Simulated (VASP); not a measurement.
# ZnS (R3m) in VASP: notebook

Runs on ZnS. Level: LDA. Tasks: single point.

Program: VASP 6.6.1. These are calculated values, not measurements. Logs are shortened: lines on timing, memory, paths and dates and some standing lists are left out, and cuts for length are marked.

## (1) The cell of the first run

Symmetry: R3m, No. 160, trigonal system. Conventional cell: a = 4.288 Å, b = 4.288 Å, c = 7.457 Å, α = 90.00°, β = 90.00°, γ = 120.00°. Zn (site symmetry 3m) has 4 S at 1.86 to 2.55 Å within 2.6 Å. Within 2.6 Å of S (site symmetry 3m) lie 4 Zn at 1.86 to 2.55 Å.

## (2) Single point, LDA

INCAR

```
PREC = Accurate
ENCUT = 520
EDIFF = 1E-6
ISMEAR = 0
SIGMA = 0.05
LREAL = F
LASPH = T
NELM = 100
ALGO = Normal
ISIF = 2
LWAVE = F
LCHARG = T
GGA = CA
LELF = T
LVHAR = T
NBANDS = 16
```

KPOINTS

```
regular mesh
0
Gamma
  10 10 10
```

POSCAR

```
ZnS
1.0
   -0.5861359534      2.4456017367      2.4456017367
    2.4456017367     -0.5861359534      2.4456017367
    2.4456017367      2.4456017367     -0.5861359534
Zn S
1 1
Direct
    0.0000000000      0.0000000000      0.0000000000
    0.7500000000      0.7500000000      0.7500000000
```

Potentials or basis: VASP PAW LDA potentials, release 64 (Zn, S).

Run with:

```
$ cat potpaw_LDA.64/Zn/POTCAR potpaw_LDA.64/S/POTCAR > POTCAR
$ mpirun -np 1 vasp_std > vasp.out
```

OUTCAR:

```text
PREC = Accurate
   ENCUT = 520
   EDIFF = 1E-6
   ISMEAR = 0
   LREAL = F
   LASPH = T
   NELM = 100
   ISIF = 2
   GGA = CA

 ion  position               nearest neighbor table
   1  0.000  0.000  0.000-   2 1.86   2 2.55   2 2.55   2 2.55
   2  0.750  0.750  0.750-   1 1.86   1 2.55   1 2.55   1 2.55

  LATTYP: Found a trigonal (rhomboedric) cell.
 ALAT       =     3.5079183378
 COS(alpha) =     0.2530624440

  Lattice vectors:

 A1 = (  -0.5861359534,   2.4456017367,   2.4456017367)
 A2 = (   2.4456017367,  -0.5861359534,   2.4456017367)
 A3 = (   2.4456017367,   2.4456017367,  -0.5861359534)

Analysis of symmetry for initial positions (statically):
=====================================================================
 Subroutine PRICEL returns:
 Original cell was already a primitive cell.

 Routine SETGRP: Setting up the symmetry group for a
 trigonal (rhombohedral) supercell.

 Subroutine GETGRP returns: Found  6 space group operations
 (whereof  6 operations were pure point group operations)
 out of a pool of 12 trial point group operations.

The static configuration has the point symmetry C_3v.

Analysis of symmetry for dynamics (positions and initial velocities):
=====================================================================
 Subroutine PRICEL returns:
 Original cell was already a primitive cell.

 Routine SETGRP: Setting up the symmetry group for a
 trigonal (rhombohedral) supercell.

 Subroutine GETGRP returns: Found  6 space group operations
 (whereof  6 operations were pure point group operations)
 out of a pool of 12 trial point group operations.

The dynamic configuration has the point symmetry C_3v.

 Subroutine INISYM returns: Found  6 space group operations
 (whereof  6 operations are pure point group operations),
 and found     1 'primitive' translations

----------------------------------------------------------------------------------------

                                     Primitive cell

  volume of cell :      39.5697

  direct lattice vectors                    reciprocal lattice vectors
    -0.586135953  2.445601737  2.445601737    -0.142467762  0.187376078  0.187376078
     2.445601737 -0.586135953  2.445601737     0.187376078 -0.142467762  0.187376078
     2.445601737  2.445601737 -0.586135953     0.187376078  0.187376078 -0.142467762

  length of vectors
     3.507918338  3.507918338  3.507918338     0.300859855  0.300859855  0.300859855

  position of ions in fractional coordinates (direct lattice)
     0.000000000  0.000000000  0.000000000
     0.750000000  0.750000000  0.750000000

  ion indices of the primitive-cell ions
   primitive index   ion index
                 1           1
                 2           2

----------------------------------------------------------------------------------------

 KPOINTS: regular mesh

Automatic generation of k-mesh.
 Grid dimensions read from file:
 generate k-points for:   10   10   10

 Generating k-lattice:

  Cartesian coordinates                     Fractional coordinates (reciprocal lattice)
    -0.014246776  0.018737608  0.018737608     0.100000000  0.000000000  0.000000000
     0.018737608 -0.014246776  0.018737608     0.000000000  0.100000000  0.000000000
     0.018737608  0.018737608 -0.014246776     0.000000000  0.000000000  0.100000000

  Length of vectors
     0.030085985  0.030085985  0.030085985

  Shift w.r.t. Gamma in fractional coordinates (k-lattice)
     0.000000000  0.000000000  0.000000000

 Subroutine IBZKPT returns following result:
 ===========================================

 Found    116 irreducible k-points:

 Following reciprocal coordinates:
            Coordinates               Weight
  0.000000  0.000000  0.000000      1.000000
  0.100000  0.000000  0.000000      6.000000
  0.200000  0.000000  0.000000      6.000000
  0.300000  0.000000 -0.000000      6.000000
  0.400000  0.000000  0.000000      6.000000
  0.500000  0.000000  0.000000      3.000000
[... 16 lines left out ...]
  0.300000  0.300000 -0.000000      6.000000
  0.400000  0.300000  0.000000     12.000000
 [... further k-points ...]
   k-points           NKPTS =    116   k-points in BZ     NKDIM =    116   number of bands    NBANDS=     16
   number of dos      NEDOS =    301   number of ions     NIONS =      2
   total plane-waves  NPLWV =  21952
   dimension x,y,z NGX =    28 NGY =   28 NGZ =   28
   dimension x,y,z NGXF=    56 NGYF=   56 NGZF=   56
   ions per type =               1   1
   NGX,Y,Z   is equivalent  to a cutoff of  13.27, 13.27, 13.27 a.u.
   NGXF,Y,Z  is equivalent  to a cutoff of  26.54, 26.54, 26.54 a.u.
 SYSTEM =  unknown system
   PREC   = accura    normal or accurate (medium, high low for compatibility)
   ISTART =      0    job   : 0-new  1-cont  2-samecut
   ICHARG =      2    charge: 1-file 2-atom 10-const
   ISPIN  =      1    spin polarized calculation?
   LNONCOLLINEAR =      F non collinear calculations
   LSORBIT =      F    spin-orbit coupling
   LASPH  =      T    aspherical Exc in radial PAW
   ENCUT  =  520.0 eV  38.22 Ry    6.18 a.u.   6.52  6.52  6.52*2*pi/ulx,y,z
   NELM   =    100;   NELMIN=  2; NELMDL= -5     # of ELM steps
   EDIFF  = 0.1E-05   stopping-criterion for ELM
   LREAL  =      F    real-space projection
[... 7 lines left out ...]
   TEBEG  =    0.0;   TEEND  =   0.0 temperature during run
   PSTRESS=    0.0 pullay stress
   NELECT =      18.0000    total number of electrons
   NUPDOWN=      -1.0000    fix difference up-down
   EMIN   =  10.00;   EMAX   =-10.00  energy-range for DOS
   EFERMI =   0.00;   METHOD = LEGACY
   ISMEAR =     0;   SIGMA  =   0.05  broadening in eV -4-tet -1-fermi 0-gaus
   EFERMI_NEDOS =   21; number of points for ismear=-14 and -15
   IALGO  =     38    algorithm
   IMIX   =      4    mixing-type and parameters
     AMIX     =   0.40;   BMIX     =  1.00
     AMIX_MAG =   1.60;   BMIX_MAG =  1.00
  volume/ion in A,a.u.               =      19.78       133.51
  Fermi-wavevector in a.u.,A,eV,Ry     =   1.259055  2.379268 21.568210  1.585219
  Thomas-Fermi vector in A             =   2.392634
   LORBIT       =      0    0 simple, 1 ext, 2 COOP (PROOUT), +10 PAW based schemes
   GGA     = CA    functional components
   LHFCALC =     F    Hartree Fock is set to
   AEXX    =    0.0000 exact exchange contribution
   IVDW    =     0    specifies the selected vdW correction
   LEPSILON=     F    determine dielectric tensor
   LRPA    =     F    only Hartree local field effects (RPA)
 non-spin polarized calculation
 Gauss-broadening in eV      SIGMA  =   0.05
  energy-cutoff  :      520.00
  volume of cell :       39.57
 maximum number of plane-waves:      1079
 NGX is ok and might be reduce to    28

 number of electron      18.0000007 magnetization

 Free energy of the ion-electron system (eV)
  ---------------------------------------------------
  ext. energy  EPLUGINS =         0.00000000
  ---------------------------------------------------
  free energy    TOTEN  =        -6.40819288 eV

  energy without entropy =       -6.40819288  energy(sigma->0) =       -6.40819288

 E-fermi :   2.1476     XC(G=0):  -9.9799

 val. band max:        1.9142528350   @ k =  -0.1000   0.1000   0.0000
 cond. band min:       3.2186483410   @ k =   0.0000   0.0000   0.0000
 fundamental gap:      1.3043955060
 Fermi energy:         2.1475909783

 k-point     1 :       0.0000    0.0000    0.0000
  band No.  band energies     occupation
      1     -11.5450      2.00000
      2      -5.3523      2.00000
      3      -5.1024      2.00000
      4      -5.1024      2.00000
      5      -4.4648      2.00000
      6      -4.4648      2.00000
[... 8 lines left out ...]
     15      14.7047      0.00000
     16      14.7047      0.00000

 k-point     2 :       0.1000    0.0000    0.0000
  band No.  band energies     occupation
      1     -11.4850      2.00000
      2      -5.3465      2.00000
      3      -5.1000      2.00000
      4      -5.0834      2.00000
      5      -4.4666      2.00000
      6      -4.4647      2.00000
[... 8 lines left out ...]
     15      14.1357      0.00000
     16      15.5325      0.00000

 k-point     3 :       0.2000    0.0000    0.0000
  band No.  band energies     occupation
      1     -11.3205      2.00000
      2      -5.3243      2.00000
      3      -5.0946      2.00000
      4      -5.0310      2.00000
      5      -4.4699      2.00000
      6      -4.4602      2.00000
[... 8 lines left out ...]
     15      13.8082      0.00000
     16      15.7809      0.00000

 k-point     4 :       0.3000    0.0000   -0.0000
  band No.  band energies     occupation
      1     -11.1005      2.00000
      2      -5.2744      2.00000
      3      -5.0902      2.00000
      4      -4.9591      2.00000
      5      -4.4712      2.00000
      6      -4.4378      2.00000
[... 8 lines left out ...]
     15      13.6567      0.00000
     16      15.4986      0.00000
[... 324 lines left out ...]
 k-point    22 :      -0.2000    0.2000    0.0000
  band No.  band energies     occupation
      1     -11.0661      2.00000
      2      -5.2453      2.00000
      3      -5.0648      2.00000
      4      -4.9864      2.00000
      5      -4.4603      2.00000
      6      -4.4230      2.00000
[... 8 lines left out ...]
     15      14.0522      0.00000
     16      16.1359      0.00000

 k-point    23 :       0.3000    0.3000   -0.0000
  band No.  band energies     occupation
      1     -10.7960      2.00000
      2      -5.2906      2.00000
      3      -5.0033      2.00000
      4      -4.8227      2.00000
      5      -4.4825      2.00000
      6      -4.4693      2.00000
[... 8 lines left out ...]
     15      14.4933      0.00000
     16      16.8457      0.00000

 k-point    24 :       0.4000    0.3000    0.0000
  band No.  band energies     occupation
      1     -10.6235      2.00000
      2      -5.2342      2.00000
      3      -4.9839      2.00000
      4      -4.7604      2.00000
      5      -4.4793      2.00000
      6      -4.4085      2.00000
[... 8 lines left out ...]
     15      14.3413      0.00000
     16      16.7618      0.00000

 [... further k-points ...]

------------------------ aborting loop because EDIFF is reached ----------------------------------------

  FORCE on cell =-STRESS in cart. coord.  units (eV):
  Direction    XX          YY          ZZ          XY          YZ          ZX
  --------------------------------------------------------------------------------------
  -------------------------------------------------------------------------------------
  Total        3.3546407      3.3546407      3.3546407      6.0946116      6.0946116      6.0946116
  in kB      135.8292727    135.8292727    135.8292727    246.7705910    246.7705910    246.7705910
  external PRESSURE =     135.8292727 kB  Pullay stress =       0.0000000 kB

 VOLUME and BASIS-vectors are now :
 -----------------------------------------------------------------------------
  energy-cutoff  :      520.00
  volume of cell :       39.57
      direct lattice vectors                 reciprocal lattice vectors
    -0.586135953  2.445601737  2.445601737    -0.142467762  0.187376078  0.187376078
     2.445601737 -0.586135953  2.445601737     0.187376078 -0.142467762  0.187376078
     2.445601737  2.445601737 -0.586135953     0.187376078  0.187376078 -0.142467762

 POSITION                                       TOTAL-FORCE (eV/Angst)
 -----------------------------------------------------------------------------------
      0.00000      0.00000      0.00000         4.211399      4.211399      4.211399
      3.22880      3.22880      3.22880        -4.211399     -4.211399     -4.211399
 -----------------------------------------------------------------------------------
    total drift:                                0.000323      0.000323      0.000323

  FREE ENERGIE OF THE ION-ELECTRON SYSTEM (eV)
  ---------------------------------------------------
  free  energy   TOTEN  =        -6.4081928767 eV

  energy  without entropy=       -6.4081928767  energy(sigma->0) =       -6.40819288
```

Run time: 62 s. Hardware: 1 thread of Intel Xeon Platinum 8259CL at 2.50GHz (Skylake/Cascade Lake), shared host; peak memory 0.19 GiB.

What came out:

```
Free energy            : -6.4082 eV
Pressure               : 13.6 GPa
Largest force          : 7.294 eV/Å
Band gap on the k mesh : 1.30 eV (least direct gap 1.34 eV)
```

Forces on the atoms (eV/Å):
```
Zn   4.211  4.211  4.211
S   -4.211 -4.211 -4.211
```

Caveat: the cell stands under pressure; forces of over 1 eV/Å act on the atoms, so gaps and moduli don't describe the material at rest. A k mesh can miss the band edges.

## (3) Single point, LDA

This run uses another cell than the first one, of the same volume but with other edges.

INCAR

```
SYSTEM = ZnS
ALGO = Normal
EDIFF = 1E-7
ENCUT = 520
GGA = CA
ISIF = 2
ISMEAR = 0
LASPH = .TRUE.
LCHARG = .TRUE.
LELF = .TRUE.
LREAL = .FALSE.
LVHAR = .TRUE.
LWAVE = .FALSE.
NBANDS = 16
NELM = 100
PREC = Accurate
SIGMA = 0.05
```

KPOINTS

```
k-points
0
G
  10 10 10
  0 0 0
```

POSCAR

```
ZnS
1.0
    0.6592709901      3.0712380269      3.0712380269
    3.0712380269      0.6592709901      3.0712380269
    3.0712380269      3.0712380269      0.6592709901
Zn S
1 1
Direct
    0.0000000000      0.0000000000      0.0000000000
    0.7500000000      0.7500000000      0.7500000000
```

Potentials or basis: VASP PAW LDA potentials, release 64 (Zn, S).

Run with:

```
$ cat potpaw_LDA.64/Zn/POTCAR potpaw_LDA.64/S/POTCAR > POTCAR
$ mpirun -np 1 vasp_std > vasp.out
```

Run time: 94 s. Hardware: 1 thread of Intel Xeon Platinum 8259CL at 2.50GHz (Skylake/Cascade Lake), shared host; peak memory 0.21 GiB.

The run converged. Its results:

| Property | Result |
| --- | --- |
| Free energy | -7.2260 eV |
| Pressure | 6.1 GPa |
| Largest force | 0.161 eV/Å |
| Band gap on the k mesh | zero (filled and empty bands touch) |

Forces in eV/Å, atoms in the order of the input:
```
Zn  -0.093 -0.093 -0.093
S    0.093  0.093  0.093
```

Stress tensor (GPa, compression positive):
```
 6.06 -9.77 -9.77
-9.77  6.06 -9.77
-9.77 -9.77  6.06
```

Levels at points of the mesh, in eV from the Fermi level:
```tsv
k point	band 5	band 6	band 7	band 8	band 9	band 10	band 11	band 12	band 13	band 14
(0.00, 0.00, 0.00)	-7.04	-7.04	-2.60	-0.30	-0.02	-0.02	5.35	7.30	7.30	11.36
(0.50, 0.00, 0.00)	-6.91	-6.72	-6.09	-2.28	-1.49	1.47	4.98	7.09	7.37	8.37
(0.50, 0.50, 0.00)	-6.91	-6.81	-5.70	-3.38	-1.88	1.57	4.26	7.04	10.13	11.26
(0.50, 0.50, 0.50)	-7.03	-7.03	-5.85	-0.24	-0.24	4.44	5.62	7.57	7.57	11.89
```

Caveat: the cell stands under pressure; semilocal functionals underestimate gaps, so a narrow gap can read as zero.

## (4) Single point, LDA

This run uses another cell than the first one, of the same volume but with other edges.

INCAR

```
SYSTEM = ZnS
PREC = Accurate
ENCUT = 520
EDIFF = 1E-6
ISMEAR = 0
SIGMA = 0.05
LREAL = .FALSE.
LASPH = .TRUE.
NELM = 100
ALGO = Normal
ISIF = 2
LWAVE = .FALSE.
LCHARG = .FALSE.
NBANDS = 16
```

KPOINTS

```
Automatic mesh
0
G
  10 10 10
  0 0 0
```

POSCAR

```
ZnS
1.0
   -0.8551245756      2.3515925830      2.3515925830
    2.3515925830     -0.8551245756      2.3515925830
    2.3515925830      2.3515925830     -0.8551245756
Zn S
1 1
Direct
    0.0000000000      0.0000000000      0.0000000000
    0.7500000000      0.7500000000      0.7500000000
```

Run with:

```
$ cat potpaw_LDA.64/Zn/POTCAR potpaw_LDA.64/S/POTCAR > POTCAR
$ mpirun -np 1 vasp_std > vasp.out
```

Run time: 54 s. Hardware: 1 thread of Intel Xeon Platinum 8259CL at 2.50GHz (Skylake/Cascade Lake), shared host; peak memory 0.19 GiB.

The run converged. Its results:

```
Free energy            : -3.4364 eV
Pressure               : 40.8 GPa
Largest force          : 19.033 eV/Å
Band gap on the k mesh : 0.71 eV (least direct gap 0.94 eV)
```

Forces in eV/Å, atoms in the order of the input:
```
Zn   10.989  10.989  10.989
S   -10.989 -10.989 -10.989
```

Stress tensor (GPa, compression positive):
```
40.83 48.79 48.79
48.79 40.83 48.79
48.79 48.79 40.83
```

Levels at points of the mesh, in eV from the valence-band top:
| k point | band 5 | band 6 | band 7 | band 8 | band 9 | band 10 | band 11 | band 12 | band 13 | band 14 |
| --- | --- | --- | --- | --- | --- | --- | --- | --- | --- | --- |
| (0.00, 0.00, 0.00) | -7.30 | -7.30 | -0.80 | -0.23 | -0.23 | 0.71 | 4.35 | 4.35 | 11.97 | 13.57 |
| (0.50, 0.00, 0.00) | -7.33 | -7.16 | -5.36 | -0.42 | 0.00 | 3.08 | 5.75 | 6.40 | 9.63 | 9.93 |
| (0.50, 0.50, 0.00) | -7.24 | -7.14 | -4.65 | -3.81 | -0.22 | 1.39 | 5.87 | 8.62 | 9.46 | 10.91 |
| (0.50, 0.50, 0.50) | -7.32 | -7.12 | -4.50 | -2.70 | -2.70 | 1.31 | 4.27 | 4.27 | 6.86 | 14.61 |

Caveat: the cell stands under pressure; forces of over 1 eV/Å act on the atoms, so gaps and moduli don't describe the material at rest.

## (5) Single point, LDA

This run uses another cell than the first one, of the same volume but with other edges.

INCAR

```
  ALGO = Normal
  EDIFF = 1E-7
  ENCUT = 520
  GGA = CA
  ISIF = 2
  ISMEAR = 0
  LASPH = T
  LCHARG = F
  LREAL = F
  LWAVE = F
  NBANDS = 16
  NELM = 60
  PREC = Accurate
  SIGMA = 0.05
```

KPOINTS

```
k-points
0
Gamma
  10 10 10
```

POSCAR

```
ZnS
1.0
   -0.2855210271      2.5696892437      2.5696892437
    2.5696892437     -0.2855210271      2.5696892437
    2.5696892437      2.5696892437     -0.2855210271
Zn S
1 1
Direct
    0.0000000000      0.0000000000      0.0000000000
    0.7500000000      0.7500000000      0.7500000000
```

Run with:

```
$ cat potpaw_LDA.64/Zn/POTCAR potpaw_LDA.64/S/POTCAR > POTCAR
$ mpirun -np 1 vasp_std > vasp.out
```

Run time: 57 s. Hardware: 1 thread of Intel Xeon Platinum 8259CL at 2.50GHz (Skylake/Cascade Lake), shared host; peak memory 0.19 GiB.

The run converged. Its results:

* Free energy: -7.8443 eV
* Pressure: -0.9 GPa
* Largest force: 1.765 eV/Å
* Band gap on the k mesh: 1.53 eV

Forces in eV/Å, atoms in the order of the input:
```
Zn   1.019  1.019  1.019
S   -1.019 -1.019 -1.019
```

Stress tensor (GPa, compression positive):
```
-0.91  8.88  8.88
 8.88 -0.91  8.88
 8.88  8.88 -0.91
```

Levels at points of the mesh, in eV from the valence-band top:
```csv
k point,band 7,band 8,band 9,band 10,band 11,band 12
"(0.00, 0.00, 0.00)",-0.24,-0.24,0.00,1.53,5.43,5.43
"(0.50, 0.00, 0.00)",-5.39,-0.75,-0.73,3.24,6.22,7.59
"(0.50, 0.50, 0.00)",-4.78,-2.87,-1.70,2.66,4.32,9.63
"(0.50, 0.50, 0.50)",-5.36,-1.61,-1.61,2.12,5.94,5.94
```

Caveat: forces of over 1 eV/Å act on the atoms, so gaps and moduli don't describe the material at rest.

## (6) Overview

```tsv
cell	gap on the mesh (eV)	pressure (GPa)	largest force (eV/Å)
a = 3.508 Å, angles 75.3°, 2 atoms	1.30	13.6	7.29
a = 4.393 Å, angles 45.7°, 2 atoms	none	6.1	0.16
a = 3.434 Å, angles 82.7°, 2 atoms	0.71	40.8	19.03
a = 3.645 Å, angles 67.3°, 2 atoms	1.53	-0.9	1.76
```

Alike in all rows: task single point; level LDA; potentials or basis VASP PAW LDA potentials, release 64 (Zn, S); no spin polarisation; k mesh 10 × 10 × 10; cutoff (eV) 520; smearing gaussian 0.05 eV.

Caveats: the cell stands under pressure (at least some runs); forces of over 1 eV/Å act on the atoms, so gaps and moduli don't describe the material at rest (at least some runs); semilocal functionals underestimate gaps, so a narrow gap can read as zero (at least some runs).

Absolute energies hang on the potentials; compare differences alone.
